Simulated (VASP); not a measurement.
Wanted: the native input for a VASP 6.6.1 run.

| Item | Value |
| --- | --- |
| Task | relaxation of cell and atoms |
| Functional | PBE |
| Potentials or basis | VASP PAW PBE potentials, release 64 (Lu, Hf_pv, O) |
| Cutoff | 600 eV |
| k mesh | 6 × 6 × 6 |
| Occupations | gaussian, width 0.1 eV |
| Spin | no spin polarisation |
| Dipole correction | no |
| Further INCAR settings | ALGO = Normal; EDIFF = 1e-06; IBRION = 2; EDIFFG = -0.04; NSW = 90; ISIF = 3 |

The structure of LuHfO lies in POSCAR:

```
LuHfO
1.0
    3.6141066100      0.0000000000      0.0000000000
    0.0000000000      3.6141066100      0.0000000000
    0.0000000000      0.0000000000      3.6811202600
Lu Hf O
1 1 1
Direct
    0.0000000000      0.0000000000      0.0000000000
    0.5000000000      0.5000000000      0.5000000000
    0.5000000000      0.5000000000      0.0000000000
```

The cell was built from a structure type or drawn by symmetry, and may not be a known phase.

These files were run (other wordings do the same):

INCAR

```
PREC     = Accurate       # precision mode
ENCUT    = 600            # plane-wave cutoff, eV
EDIFF    = 1E-6           # SCF threshold, eV
ISMEAR   = 0              # smearing method
SIGMA    = 0.1            # smearing width, eV
LREAL    = F              # projectors in reciprocal space
LASPH    = T              # aspherical terms in the spheres
NELM     = 80             # most SCF steps
ALGO     = Normal         # electronic algorithm
ISIF     = 3              # what is computed and relaxed
LWAVE    = F              # write WAVECAR
LCHARG   = F              # write CHGCAR
GGA      = PE             # functional
IBRION   = 2              # ionic algorithm
NSW      = 90             # ionic steps
EDIFFG   = -0.04          # ionic threshold
```

KPOINTS

```
regular mesh
0
Gamma
  6 6 6
```

Potentials or basis: VASP PAW PBE potentials, release 64 (Lu, Hf_pv, O).

Run with:

```sh
$ cat potpaw_PBE.64/Lu/POTCAR potpaw_PBE.64/Hf_pv/POTCAR potpaw_PBE.64/O/POTCAR > POTCAR
$ mpirun -np 1 vasp_std > vasp.out
```

Results of the run:

| Item | Value |
| --- | --- |
| Relaxed volume | 16.74 Å³/atom |
| Relaxed cell | a = 3.399 Å, b = 3.399 Å, c = 4.346 Å, α = 90.00°, β = 90.00°, γ = 90.00° |
| Space group after relaxing (to 0.1 Å) | P4/mmm (No. 123) |
| Energy gained by relaxing | 641.3 meV/atom |
| Ionic steps | 10 |
| Pressure after relaxing | 0.2 GPa |
| Band gap on the k mesh | zero (an odd number of electrons rules out a gap without spin polarisation) |

Caveat: a cell axis changed by over 15 % at a fixed basis, so the end point is rough; spin-orbit coupling is left out, which moves the levels of the heavy elements; an odd number of electrons without spin polarisation forces a metal; a magnetic or distorted state may lie lower.

Run time: 9.5 min on 1 thread of AMD EPYC 9R45 (Zen 5), on a shared host, peak memory 0.21 GiB.
